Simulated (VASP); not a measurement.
Here is a VASP 6.6.1 calculation.

Contents of INCAR:

```
SYSTEM = Sb
  ALGO = Normal
  EDIFF = 1E-6
  EDIFFG = -0.01
  ENCUT = 600
  GGA = CA
  IBRION = 2
  ISIF = 3
  ISMEAR = -1
  LASPH = .TRUE.
  LCHARG = .FALSE.
  LREAL = .FALSE.
  LWAVE = .FALSE.
  NELM = 80
  NSW = 80
  PREC = Accurate
  SIGMA = 0.1
```

File KPOINTS:

```
k-points
0
G
  11 11 6
  0 0 0
```

File POSCAR:

```
Sb
1.0
    3.3749600568      0.0000000000      0.0000000000
   -1.6874800284      2.9228011460      0.0000000000
    0.0000000000      0.0000000000      5.5113097728
Sb
2
Direct
    0.3333333333      0.6666666667      0.2500000000
    0.6666666667      0.3333333333      0.7500000000
```

Potentials or basis: VASP PAW LDA potentials, release 64 (Sb).

Run with:

```console
$ cat potpaw_LDA.64/Sb/POTCAR > POTCAR
$ mpirun -np 1 vasp_std > vasp.out
```

**Question.** What does it give for the relaxed volume?

**Answer.** 25.68 Å³/atom.

**Question.** Predict the band gap on the k mesh.

**Answer.** Zero (band 5 reaches 13.75 eV, above the bottom of band 6 at 6.07 eV).

Final structure:
```cif
data_structure
_symmetry_space_group_name_H-M 'P 1'
_symmetry_Int_Tables_number 1
_cell_length_a 3.2976
_cell_length_b 3.2976
_cell_length_c 5.4531
_cell_angle_alpha 90.000
_cell_angle_beta 90.000
_cell_angle_gamma 120.000
_cell_volume 51.35
loop_
_atom_site_label
_atom_site_type_symbol
_atom_site_fract_x
_atom_site_fract_y
_atom_site_fract_z
_atom_site_occupancy
Sb1 Sb 0.33333 0.66667 0.25000 1
Sb2 Sb 0.66667 0.33333 0.75000 1
```

Caveat: spin-orbit coupling is left out, which moves the levels of the heavy elements.
